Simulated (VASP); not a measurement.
Input of a VASP 6.6.1 run:

INCAR

```
PREC = Accurate
ENCUT = 600
EDIFF = 1E-6
ISMEAR = 0
SIGMA = 0.15
LREAL = False
LASPH = True
NELM = 200
ALGO = Normal
ISIF = 2
LWAVE = False
LCHARG = False
ISPIN = 2
MAGMOM = 0 1 0 0
LORBIT = 11
LMAXMIX = 6
GGA = PE
NBANDS = 28
GGA_COMPAT = False
```

The input KPOINTS:

```
regular mesh
0
Gamma
  4 4 3
```

The input POSCAR:

```
HoMoN2
1.0
    3.4640085940      0.0000000000      0.0000000000
    0.0000000000      3.0807138158      0.0000000000
    0.0000000000      0.0000000000      5.5603651892
Ho Mo N
1 1 2
Direct
    0.5000000000      0.5000000000      0.5000000000
    0.0000000000      0.0000000000      0.0000000000
    0.0000000000      0.5000000000      0.7654125307
    0.0000000000      0.5000000000      0.2345874693
```

Potentials or basis: VASP PAW PBE potentials, release 64 (Ho_3, Mo_sv, N), 4f in core.

Command:

```sh
$ cat potpaw_PBE.64/Ho_3/POTCAR potpaw_PBE.64/Mo_sv/POTCAR potpaw_PBE.64/N/POTCAR > POTCAR
$ mpirun -np 1 vasp_std > vasp.out
```

Q: Predict the largest force.

A: 0.097 eV/Å.

Q: Estimate the pressure.

A: 0.6 GPa.

Forces on the atoms (eV/Å):
```
Ho   0.000  0.000  0.000
Mo   0.000  0.000  0.000
N    0.000  0.000  0.097
N    0.000  0.000 -0.097
```

Caveat: the k points lie up to 0.51 Å⁻¹ apart; the magnetic or orbital state may not be the lowest; the moments typed at the start vanished in this run.
